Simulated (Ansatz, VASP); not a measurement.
## Two plane-wave programs on TaN

```
Ta N
1.0
     5.02355    0.00000    0.00000
    -2.51178    4.35052    0.00000
     0.00000    0.00000    2.80912
Ta N
3 3
Direct
  0.33333 0.66667 0.50000
  0.66667 0.33333 0.50000
  0.00000 0.00000 0.00000
  0.39337 0.00000 0.00000
  0.60663 0.60663 0.00000
  0.00000 0.39337 0.00000
```

Change from the starting cell: strain -0.030 along x and y, -0.030 along z, atoms carried along.

Alike in both runs: task single point; functional PBEsol; k mesh 12 × 12 × 16; occupations gaussian, width 0.15 eV; no spin polarisation.

```csv
,VASP,Ansatz
version,VASP 6.6.1,Ansatz 0.2.0
potentials or method,"VASP PAW PBE potentials, release 64 (Ta_pv, N), cutoff 520 eV","scalar-relativistic, plane waves, PAW"
valence electrons in the cell,48,54
```

```tsv
	VASP	Ansatz	Ansatz less VASP
gap on the k mesh at the Fermi level (eV)	none	none	-
pressure (GPa)	38.7	37.2	-1.51
traceless stress, the component that is largest in VASP (GPa)	1.39	1.49	+0.098
rms of the force components (eV/Å)	0.175	0.166	-0.0094
```

VASP's potentials were made for PBE, not for PBEsol. Atom by atom the forces differ by 0.009 eV/Å (rms over components). A gap of «none» marks a metal or a gap that the smearing closes. Both programs put the cell under a high pressure, so it lies far from rest at this level. The functional is the same, so the differences come from potentials, cutoffs and numerics. VASP's potentials hold 48 valence electrons a cell and Ansatz's 54, so a difference there can come from the potentials and not from the codes.

Spin-orbit coupling is off throughout.
